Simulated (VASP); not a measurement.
# Si3N4 (P6_3/m) in VASP: single point with PBE

Aim: the single point of Si3N4 with PBE.

Everything below comes from runs of VASP 6.6.1. Logs are shortened: lines on timing, memory, paths and dates and some standing lists are left out, and cuts for length are marked.

**1. The cell of the first run**

It takes space group P6_3/m (No. 176, hexagonal). The conventional cell has a = 7.663 Å, b = 7.663 Å, c = 2.926 Å, α = 90.00°, β = 90.00°, γ = 120.00°. Within 2.3 Å of Si (site symmetry m) lie 4 N at 1.74 to 1.75 Å. N (site symmetry -6) has 3 Si at 1.74 Å within 2.3 Å. Within 2.3 Å of N (site symmetry m) lie 3 Si at 1.75 Å.

**2. Single point, PBE**

The input, INCAR:

```
SYSTEM = Si3N4
PREC     = Accurate       ! precision mode
ENCUT    = 700            ! plane-wave cutoff, eV
EDIFF    = 1E-6           ! SCF threshold, eV
ISMEAR   = 0              ! smearing method
SIGMA    = 0.01           ! smearing width, eV
LREAL    = Auto         
LASPH    = .TRUE.         ! aspherical terms in the spheres
NELM     = 120            ! most SCF steps
ALGO     = Normal         ! electronic algorithm
ISIF     = 2              ! what is computed and relaxed
LWAVE    = .FALSE.        ! write WAVECAR
LCHARG   = .FALSE.        ! write CHGCAR
GGA      = PE             ! functional
NBANDS   = 123            ! bands
GGA_COMPAT= .FALSE.      
ISYM     = -1
```

The input, KPOINTS:

```
explicit points
1
Reciprocal
  0.25000000   0.25000000   0.25000000 1
```

The input, POSCAR:

```
Si3N4
1.0
    7.6633883346      0.0000000000      0.0000000000
   -3.8316941673      6.6366889768      0.0000000000
    0.0000000000      0.0000000000      8.7784169932
Si N
18 24
Direct
    0.2310993364      0.8249884716      0.2500000000
    0.4061108648      0.2310993364      0.0833333333
    0.8249884716      0.5938891352      0.0833333333
    0.1750115284      0.4061108648      0.2500000000
    0.5938891352      0.7689006636      0.2500000000
    0.7689006636      0.1750115284      0.0833333333
    0.2310993364      0.8249884716      0.5833333333
    0.4061108648      0.2310993364      0.4166666667
    0.8249884716      0.5938891352      0.4166666667
    0.1750115284      0.4061108648      0.5833333333
    0.5938891352      0.7689006636      0.5833333333
    0.7689006636      0.1750115284      0.4166666667
    0.2310993364      0.8249884716      0.9166666667
    0.4061108648      0.2310993364      0.7500000000
    0.8249884716      0.5938891352      0.7500000000
    0.1750115284      0.4061108648      0.9166666667
    0.5938891352      0.7689006636      0.9166666667
    0.7689006636      0.1750115284      0.7500000000
    0.3333333333      0.6666666667      0.2500000000
    0.6666666667      0.3333333333      0.0833333333
    0.9691753813      0.6699950340      0.2500000000
    0.2991803472      0.9691753813      0.0833333333
    0.6699950340      0.7008196528      0.0833333333
    0.3300049660      0.2991803472      0.2500000000
    0.0308246187      0.3300049660      0.0833333333
    0.7008196528      0.0308246187      0.2500000000
    0.3333333333      0.6666666667      0.5833333333
    0.6666666667      0.3333333333      0.4166666667
    0.9691753813      0.6699950340      0.5833333333
    0.2991803472      0.9691753813      0.4166666667
    0.6699950340      0.7008196528      0.4166666667
    0.3300049660      0.2991803472      0.5833333333
    0.0308246187      0.3300049660      0.4166666667
    0.7008196528      0.0308246187      0.5833333333
    0.3333333333      0.6666666667      0.9166666667
    0.6666666667      0.3333333333      0.7500000000
    0.9691753813      0.6699950340      0.9166666667
    0.2991803472      0.9691753813      0.7500000000
    0.6699950340      0.7008196528      0.7500000000
    0.3300049660      0.2991803472      0.9166666667
    0.0308246187      0.3300049660      0.7500000000
    0.7008196528      0.0308246187      0.9166666667
```

Potentials or basis: VASP PAW PBE potentials, release 64 (Si, N).

Command:

```sh
cat potpaw_PBE.64/Si/POTCAR potpaw_PBE.64/N/POTCAR > POTCAR
mpirun -np 1 vasp_std > vasp.out
```

OUTCAR:

```text
SYSTEM = Si3N4
   PREC = Accurate
   ENCUT = 700
   EDIFF = 1E-6
   ISMEAR = 0
   LREAL = Auto
   LASPH = .TRUE.
   NELM = 120
   ISIF = 2
   GGA = PE
   ISYM = -1

 ion  position               nearest neighbor table
   1  0.231  0.825  0.250-  19 1.74  21 1.75  22 1.75  30 1.75   7 2.93  13 2.93   4 3.02   5 3.02
                             8 3.07   2 3.07   9 3.07   3 3.07
   2  0.406  0.231  0.083-  20 1.74  22 1.75  40 1.75  24 1.75  14 2.93   8 2.93   3 3.02   6 3.02
                            13 3.07  16 3.07   1 3.07   4 3.07
   3  0.825  0.594  0.083-  20 1.74  23 1.75  37 1.75  21 1.75  15 2.93   9 2.93   6 3.02   2 3.02
                            13 3.07  17 3.07   1 3.07   5 3.07
   4  0.175  0.406  0.250-  19 1.74  24 1.75  25 1.75  33 1.75  10 2.93  16 2.93   1 3.02   5 3.02
                            12 3.07   6 3.07   8 3.07   2 3.07
   5  0.594  0.769  0.250-  19 1.74  26 1.75  23 1.75  31 1.75  11 2.93  17 2.93   4 3.02   1 3.02
                            12 3.07   6 3.07   9 3.07   3 3.07
   6  0.769  0.175  0.083-  20 1.74  25 1.75  42 1.75  26 1.75  18 2.93  12 2.93   3 3.02   2 3.02
                            17 3.07  16 3.07   5 3.07   4 3.07
   7  0.231  0.825  0.583-  27 1.74  29 1.75  30 1.75  38 1.75   1 2.93  13 2.93  10 3.02  11 3.02
                             8 3.07   9 3.07  14 3.07  15 3.07
   8  0.406  0.231  0.417-  28 1.74  30 1.75  32 1.75  24 1.75  14 2.93   2 2.93   9 3.02  12 3.02
                             7 3.07  10 3.07   1 3.07   4 3.07
   9  0.825  0.594  0.417-  28 1.74  31 1.75  29 1.75  21 1.75  15 2.93   3 2.93  12 3.02   8 3.02
                             7 3.07  11 3.07   1 3.07   5 3.07
  10  0.175  0.406  0.583-  27 1.74  32 1.75  33 1.75  41 1.75   4 2.93  16 2.93   7 3.02  11 3.02
                            12 3.07   8 3.07  18 3.07  14 3.07
  11  0.594  0.769  0.583-  27 1.74  34 1.75  31 1.75  39 1.75   5 2.93  17 2.93  10 3.02   7 3.02
                            12 3.07   9 3.07  18 3.07  15 3.07
  12  0.769  0.175  0.417-  28 1.74  33 1.75  34 1.75  26 1.75  18 2.93   6 2.93   9 3.02   8 3.02
                            11 3.07  10 3.07   5 3.07   4 3.07
  13  0.231  0.825  0.917-  35 1.74  37 1.75  22 1.75  38 1.75   1 2.93   7 2.93  16 3.02  17 3.02
                             2 3.07   3 3.07  14 3.07  15 3.07
  14  0.406  0.231  0.750-  36 1.74  38 1.75  32 1.75  40 1.75   2 2.93   8 2.93  15 3.02  18 3.02
                             7 3.07  13 3.07  16 3.07  10 3.07
  15  0.825  0.594  0.750-  36 1.74  39 1.75  37 1.75  29 1.75   3 2.93   9 2.93  18 3.02  14 3.02
                             7 3.07  13 3.07  17 3.07  11 3.07
  16  0.175  0.406  0.917-  35 1.74  40 1.75  25 1.75  41 1.75   4 2.93  10 2.93  13 3.02  17 3.02
                             6 3.07   2 3.07  18 3.07  14 3.07
  17  0.594  0.769  0.917-  35 1.74  42 1.75  23 1.75  39 1.75   5 2.93  11 2.93  16 3.02  13 3.02
                             6 3.07   3 3.07  18 3.07  15 3.07
  18  0.769  0.175  0.750-  36 1.74  41 1.75  34 1.75  42 1.75   6 2.93  12 2.93  15 3.02  14 3.02
                            11 3.07  17 3.07  16 3.07  10 3.07
  19  0.333  0.667  0.250-   1 1.74   4 1.74   5 1.74
  20  0.667  0.333  0.083-   6 1.74   3 1.74   2 1.74
  21  0.969  0.670  0.250-   1 1.75   3 1.75   9 1.75
  22  0.299  0.969  0.083-   2 1.75  13 1.75   1 1.75
  23  0.670  0.701  0.083-   3 1.75  17 1.75   5 1.75
  24  0.330  0.299  0.250-   4 1.75   2 1.75   8 1.75
[... 16 lines left out ...]
  41  0.031  0.330  0.750-  18 1.75  16 1.75  10 1.75
  42  0.701  0.031  0.917-  17 1.75   6 1.75  18 1.75

IMPORTANT INFORMATION: All symmetrisations will be switched off!
NOSYMM: (Re-)initialisation of all symmetry stuff for point group C_1.

----------------------------------------------------------------------------------------

                                     Primitive cell

  volume of cell :     446.4661

  direct lattice vectors                    reciprocal lattice vectors
     7.663388335  0.000000000  0.000000000     0.130490581  0.075338772  0.000000000
    -3.831694167  6.636688977  0.000000000     0.000000000  0.150677545  0.000000000
     0.000000000  0.000000000  8.778416993     0.000000000  0.000000000  0.113915755

  length of vectors
     7.663388335  7.663388335  8.778416993     0.150677545  0.150677545  0.113915755

  position of ions in fractional coordinates (direct lattice)
     0.231099336  0.824988472  0.250000000
     0.406110865  0.231099336  0.083333333
     0.824988472  0.593889135  0.083333333
     0.175011528  0.406110865  0.250000000
     0.593889135  0.768900664  0.250000000
     0.768900664  0.175011528  0.083333333
[... 34 lines left out ...]
     0.030824619  0.330004966  0.750000000
     0.700819653  0.030824619  0.916666667

  ion indices of the primitive-cell ions
   primitive index   ion index
                 1           1
                 2           2
                 3           3
                 4           4
                 5           5
                 6           6
[... 34 lines left out ...]
                41          41
                42          42

----------------------------------------------------------------------------------------

 KPOINTS: explicit points

Read explicit list of k-points.

 Found      1 k-points:

 Following reciprocal coordinates:
            Coordinates               Weight
  0.250000  0.250000  0.250000      1.000000
   k-points           NKPTS =      1   k-points in BZ     NKDIM =      1   number of bands    NBANDS=    123
   number of dos      NEDOS =    301   number of ions     NIONS =     42
   total plane-waves  NPLWV = 392000
   dimension x,y,z NGX =    70 NGY =   70 NGZ =   80
   dimension x,y,z NGXF=   140 NGYF=  140 NGZF=  160
   ions per type =              18  24
   NGX,Y,Z   is equivalent  to a cutoff of  15.19, 15.19, 15.15 a.u.
   NGXF,Y,Z  is equivalent  to a cutoff of  30.37, 30.37, 30.30 a.u.
 SYSTEM =  Si3N4
   PREC   = accura    normal or accurate (medium, high low for compatibility)
   ISTART =      0    job   : 0-new  1-cont  2-samecut
   ICHARG =      2    charge: 1-file 2-atom 10-const
   ISPIN  =      1    spin polarized calculation?
   LNONCOLLINEAR =      F non collinear calculations
   LSORBIT =      F    spin-orbit coupling
   LASPH  =      T    aspherical Exc in radial PAW
   ENCUT  =  700.0 eV  51.45 Ry    7.17 a.u.  16.53 16.53 18.94*2*pi/ulx,y,z
   NELM   =    120;   NELMIN=  2; NELMDL= -5     # of ELM steps
   EDIFF  = 0.1E-05   stopping-criterion for ELM
   LREAL  =      T    real-space projection
   EDIFFG = 0.1E-04   stopping-criterion for IOM
   NSW    =      0    number of steps for IOM
   IBRION =     -1    ionic relax: 0-MD 1-quasi-New 2-CG
   NFREE  =      0    steps in history (QN), initial steepest desc. (CG)
   ISIF   =      2    stress and relaxation
   ISYM   =     -1    0-nonsym 1-usesym 2-fastsym
   POTIM  = 0.5000    time-step for ionic-motion
   TEBEG  =    0.0;   TEEND  =   0.0 temperature during run
   PSTRESS=    0.0 pullay stress
   NELECT =     192.0000    total number of electrons
   NUPDOWN=      -1.0000    fix difference up-down
   EMIN   =  10.00;   EMAX   =-10.00  energy-range for DOS
   EFERMI =   0.00;   METHOD = LEGACY
   ISMEAR =     0;   SIGMA  =   0.01  broadening in eV -4-tet -1-fermi 0-gaus
   EFERMI_NEDOS =   21; number of points for ismear=-14 and -15
   IALGO  =     38    algorithm
   IMIX   =      4    mixing-type and parameters
     AMIX     =   0.40;   BMIX     =  1.00
     AMIX_MAG =   1.60;   BMIX_MAG =  1.00
  volume/ion in A,a.u.               =      10.63        71.74
  Fermi-wavevector in a.u.,A,eV,Ry     =   1.235698  2.335131 20.775416  1.526950
  Thomas-Fermi vector in A             =   2.370337
   LORBIT       =      0    0 simple, 1 ext, 2 COOP (PROOUT), +10 PAW based schemes
   GGA     = PE    functional components
   LHFCALC =     F    Hartree Fock is set to
   AEXX    =    0.0000 exact exchange contribution
   IVDW    =     0    specifies the selected vdW correction
   LEPSILON=     F    determine dielectric tensor
   LRPA    =     F    only Hartree local field effects (RPA)
 non-spin polarized calculation
 Gauss-broadening in eV      SIGMA  =   0.01
  energy-cutoff  :      700.00
  volume of cell :      446.47
 maximum number of plane-waves:     18754
 NGX is ok and might be reduce to    70
   NGX = 33   NGY = 33   NGZ = 37

 number of electron     191.9999999 magnetization

 Free energy of the ion-electron system (eV)
  ---------------------------------------------------
  ext. energy  EPLUGINS =         0.00000000
  ---------------------------------------------------
  free energy    TOTEN  =      -343.95838451 eV

  energy without entropy =     -343.95838451  energy(sigma->0) =     -343.95838451

 E-fermi :   6.2060     XC(G=0): -10.7117

 val. band max:        6.1479516277   @ k =   0.2500   0.2500   0.2500
 cond. band min:      11.3053124681   @ k =   0.2500   0.2500   0.2500
 fundamental gap:      5.1573608403
 Fermi energy:         6.2060277679

 k-point     1 :       0.2500    0.2500    0.2500
  band No.  band energies     occupation
      1     -11.0683      2.00000
      2     -10.6113      2.00000
      3     -10.5247      2.00000
      4     -10.4624      2.00000
      5     -10.0409      2.00000
      6      -9.9251      2.00000
[... 100 lines left out ...]
    107      12.3260      0.00000
    108      12.3890      0.00000
 [bands above 108 left out]

------------------------ aborting loop because EDIFF is reached ----------------------------------------

  FORCE on cell =-STRESS in cart. coord.  units (eV):
  Direction    XX          YY          ZZ          XY          YZ          ZX
  --------------------------------------------------------------------------------------
  -------------------------------------------------------------------------------------
  Total        0.0386756      0.3148903     -2.1491457      1.0393956      0.0059854     -0.0056833
  in kB        0.1387902      1.1300076     -7.7123716      3.7299495      0.0214789     -0.0203951
  external PRESSURE =      -2.1478579 kB  Pullay stress =       0.0000000 kB

 VOLUME and BASIS-vectors are now :
 -----------------------------------------------------------------------------
  energy-cutoff  :      700.00
  volume of cell :      446.47
      direct lattice vectors                 reciprocal lattice vectors
     7.663388335  0.000000000  0.000000000     0.130490581  0.075338772  0.000000000
    -3.831694167  6.636688977  0.000000000     0.000000000  0.150677545  0.000000000
     0.000000000  0.000000000  8.778416993     0.000000000  0.000000000  0.113915755

 POSITION                                       TOTAL-FORCE (eV/Angst)
 -----------------------------------------------------------------------------------
     -1.39010      5.47519      2.19460         0.119922      0.106983     -0.008102
      2.22668      1.53373      0.73153         0.051256     -0.070907      0.008291
      4.04661      3.94146      0.73153        -0.014777     -0.004150      0.003373
     -0.21491      2.69523      2.19460         0.011045      0.000773     -0.003091
      1.60501      5.10295      2.19460        -0.046472      0.069354     -0.008012
      5.22179      1.16150      0.73153        -0.120980     -0.102046      0.008377
[... 34 lines left out ...]
     -1.02826      2.19014      6.58381         0.077099      0.093443      0.002850
      5.25254      0.20457      8.04688         0.027135     -0.104671     -0.008118
 -----------------------------------------------------------------------------------
    total drift:                                0.000057      0.000014      0.000024

  FREE ENERGIE OF THE ION-ELECTRON SYSTEM (eV)
  ---------------------------------------------------
  free  energy   TOTEN  =      -343.9583845101 eV

  energy  without entropy=     -343.9583845101  energy(sigma->0) =     -343.95838451
```

It took 7.1 min on 1 thread of Intel Xeon 8259CL, shared host; peak memory 0.74 GiB.

What came out:

- Free energy: -343.9584 eV
- Pressure: -0.2 GPa
- Largest force: 0.161 eV/Å
- Band gap on the k mesh: 5.16 eV

Forces on the atoms (eV/Å):
```
Si   0.120  0.107 -0.008
Si   0.051 -0.071  0.008
Si  -0.015 -0.004  0.003
Si   0.011  0.001 -0.003
Si  -0.046  0.069 -0.008
Si  -0.121 -0.102  0.008
Si   0.121  0.102 -0.008
Si   0.051 -0.071  0.008
Si  -0.015 -0.004  0.003
Si   0.015  0.004 -0.003
Si  -0.051  0.071 -0.008
Si  -0.121 -0.102  0.008
Si   0.121  0.102 -0.008
Si   0.046 -0.069  0.008
Si  -0.011 -0.001  0.003
Si   0.015  0.004 -0.003
Si  -0.051  0.071 -0.008
Si  -0.120 -0.107  0.008
N    0.026  0.003  0.000
N   -0.026 -0.003  0.000
N   -0.077 -0.093 -0.003
N   -0.027  0.105  0.008
N    0.048 -0.025  0.006
N   -0.044  0.024 -0.007
N    0.075  0.091  0.003
N    0.026 -0.101 -0.008
N    0.026  0.003  0.001
N   -0.026 -0.003 -0.001
N   -0.075 -0.091 -0.003
N   -0.027  0.105  0.008
N    0.048 -0.025  0.007
N   -0.048  0.025 -0.007
N    0.075  0.091  0.003
N    0.027 -0.105 -0.008
N    0.026  0.003  0.000
N   -0.026 -0.003  0.000
N   -0.075 -0.091 -0.003
N   -0.026  0.101  0.008
N    0.044 -0.024  0.007
N   -0.048  0.025 -0.006
N    0.077  0.093  0.003
N    0.027 -0.105 -0.008
```

Stress tensor (GPa, compression positive):
```
 0.01  0.37  0.00
 0.37  0.11  0.00
 0.00  0.00 -0.77
```

Caveat: a shifted mesh leaves out Γ, where band edges can lie. A k mesh can miss the band edges.
